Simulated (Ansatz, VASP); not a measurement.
## BeTe in VASP and in Ansatz

INCAR

```
PREC     = Accurate       # precision mode
ENCUT    = 600            # plane-wave cutoff, eV
EDIFF    = 1E-6           # SCF threshold, eV
ISMEAR   = 0              # smearing method
SIGMA    = 0.1            # smearing width, eV
LREAL    = F              # projectors in reciprocal space
LASPH    = T              # aspherical terms in the spheres
NELM     = 120            # most SCF steps
ALGO     = Normal         # electronic algorithm
ISIF     = 2              # what is computed and relaxed
LWAVE    = F              # write WAVECAR
LCHARG   = F              # write CHGCAR
GGA      = RP             # functional
NBANDS   = 11             # bands
GGA_COMPAT= F
```

Contents of KPOINTS:

```
regular mesh
0
Gamma
  4 4 4
```

The input POSCAR:

```
BeTe
1.0
    0.0000000000      2.8314587876      2.8314587876
    2.8314587876      0.0000000000      2.8314587876
    2.8314587876      2.8314587876      0.0000000000
Be Te
1 1
Direct
    0.0000000000      0.0000000000      0.0000000000
    0.7500000000      0.7500000000      0.7500000000
```

Input for Ansatz:

```yaml
crystal:
  lattice:
    - [0.0, 2.8314587876, 2.8314587876]
    - [2.8314587876, 0.0, 2.8314587876]
    - [2.8314587876, 2.8314587876, 0.0]
  atoms:
    - { symbol: Be, position: [0.0, 0.0, 0.0] }
    - { symbol: Te, position: [0.75, 0.75, 0.75] }
basis:
  ecutwfc: 420
kpoints:
  mp_grid: { grid: [4, 4, 4] }
hamiltonian:
  xc: rpbe
  dispersion: none
scf:
  occupations: { method: gaussian, width: 0.1 }
output:
  forces: true
  stress: true
  eigenvalues: true
```

Alike in both runs: task single point; functional RPBE; k mesh 4 × 4 × 4; occupations gaussian, width 0.1 eV; no spin polarisation.

|  | VASP | Ansatz |
| --- | --- | --- |
| version | VASP 6.6.1 | Ansatz 0.2.0 |
| potentials or method | VASP PAW PBE potentials, release 64 (Be, Te), cutoff 600 eV | scalar-relativistic, plane waves, PAW |
| valence electrons in the cell | 8 | 18 |

```tsv
	VASP	Ansatz	Ansatz less VASP
gap on the k mesh at the Fermi level (eV)	2.11	2.12	+0.015
least direct gap on the mesh (eV)	3.64	3.66	+0.019
pressure (GPa)	2.1	2.0	-0.10
```

VASP's potentials were made for PBE, not for RPBE. VASP's potentials hold 8 valence electrons a cell and Ansatz's 18, so a difference there can come from the potentials and not from the codes.

The k mesh is coarse, so the values compare programs but aren't converged. Spin-orbit coupling is off throughout.

A gap of «none» marks a metal or a gap under the smearing width.
